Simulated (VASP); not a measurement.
# SiC: single point with LDA

SiC:

```
Si C
1.0
     0.00000    2.16456    2.16456
     2.16456    0.00000    2.16456
     2.16456    2.16456    0.00000
Si C
1 1
Cartesian
  3.2468 3.2468 3.2468
  0.0000 0.0000 0.0000
```

| Quantity | Value |
| --- | --- |
| Program | VASP 6.6.1 |
| Task | single point |
| Functional | LDA |
| Potentials or basis | VASP PAW LDA potentials, release 64 (Si, C) |
| Cutoff | 520 eV |
| k mesh | 10 × 10 × 10 |
| Occupations | gaussian, width 0.02 eV |
| Spin | no spin polarisation |

```yaml
Pressure: 0.4 GPa
Band_gap_on_the_k_mesh: 1.29 eV, indirect (least direct gap 4.52 eV)
```

Levels at points of the mesh, in eV from the valence-band top:
| k point | band 1 | band 2 | band 3 | band 4 | band 5 | band 6 | band 7 | band 8 | band 9 |
| --- | --- | --- | --- | --- | --- | --- | --- | --- | --- |
| (0.00, 0.00, 0.00) | -15.47 | 0.00 | 0.00 | 0.00 | 6.53 | 7.33 | 7.33 | 7.33 | 14.58 |
| (0.50, 0.00, 0.00) | -11.78 | -8.67 | -1.06 | -1.06 | 5.57 | 7.21 | 7.21 | 10.03 | 16.17 |
| (0.50, 0.50, 0.00) | -10.28 | -7.88 | -3.23 | -3.23 | 1.29 | 4.26 | 14.06 | 14.06 | 14.82 |

It took 21 s on 1 thread of AMD EPYC 7R43 64-Core Processor (Zen 3), on a shared host, peak memory 0.09 GiB.

A k mesh can miss the band edges. Expect the measured gap to be larger: semilocal functionals such as LDA lack the derivative discontinuity.
